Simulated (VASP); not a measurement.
**Cs: single point with PBE**

Crystal: Cs.

```xyz
1
Lattice="-3.1075 3.1075 3.1075 3.1075 -3.1075 3.1075 3.1075 3.1075 -3.1075" Properties=species:S:1:pos:R:3 pbc="T T T"
Cs    0.0000    0.0000    0.0000
```

This cell differs from its parent crystal: volume scaled by 0.98.

```json
{
  "Program": "VASP 6.6.1",
  "Task": "single point",
  "Functional": "PBE",
  "Potentials or basis": "VASP PAW PBE potentials, release 64 (Cs_sv)",
  "Cutoff": "520 eV",
  "k mesh": "6 × 6 × 6",
  "Occupations": "fermi-dirac, width 0.05 eV",
  "Spin": "no spin polarisation",
  "Dipole correction": "no",
  "Further INCAR settings": "ALGO = Fast; EDIFF = 1e-06; NBANDS = 10"
}
```

The pressure is -0.1 GPa.

Levels at points of the mesh, in eV from the Fermi level:
```tsv
k point	band 1	band 2	band 3	band 4	band 5	band 6	band 7	band 8
(0.00, 0.00, 0.00)	-23.89	-10.64	-10.64	-10.64	-1.64	2.46	2.46	2.46
(0.50, 0.00, 0.00)	-23.88	-10.75	-10.68	-10.64	0.05	0.82	1.64	3.11
(0.50, 0.50, 0.50)	-23.88	-10.72	-10.72	-10.72	0.68	0.68	2.90	2.90
```

Wall time 6.2 s on 1 thread of Intel(R) Xeon(R) 6975P-C (Granite Rapids), with other jobs on the host, peak memory 0.22 GiB.

Caveat: spin-orbit coupling is left out, which moves the levels of the heavy elements.
